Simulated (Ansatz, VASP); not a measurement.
BeS in VASP and in Ansatz

```
Be S
1.0
     0.00000    2.43788    2.43788
     2.43788    0.00000    2.43788
     2.43788    2.43788    0.00000
Be S
1 1
Direct
  0.00000 0.00000 0.00000
  0.25000 0.25000 0.25000
```

Alike in both runs: functional PBE; k mesh 8 × 8 × 8; occupations gaussian, width 0.02 eV; no spin polarisation.

Ansatz relaxed the structure, and its values are those at the end. VASP's run is a single point on that final structure, the one shown.

|  | VASP | Ansatz |
| --- | --- | --- |
| version | VASP 6.6.1 | Ansatz 0.2.0 |
| potentials or method | VASP PAW PBE potentials, release 64 (Be, S), cutoff 600 eV | scalar-relativistic, plane waves, PAW |
| valence electrons in the cell | 8 | 8 |

Ansatz gave:

```
gap on the k mesh at the Fermi level (eV) : 3.15
least direct gap on the mesh (eV)         : 5.66
pressure (GPa)                            : 0.0
```

Q: Which values does VASP return?

A: gap on the k mesh at the Fermi level (eV): 3.15; least direct gap on the mesh (eV): 5.68; pressure (GPa): 0.1.

The functional is the same, so the differences come from potentials, cutoffs and numerics.
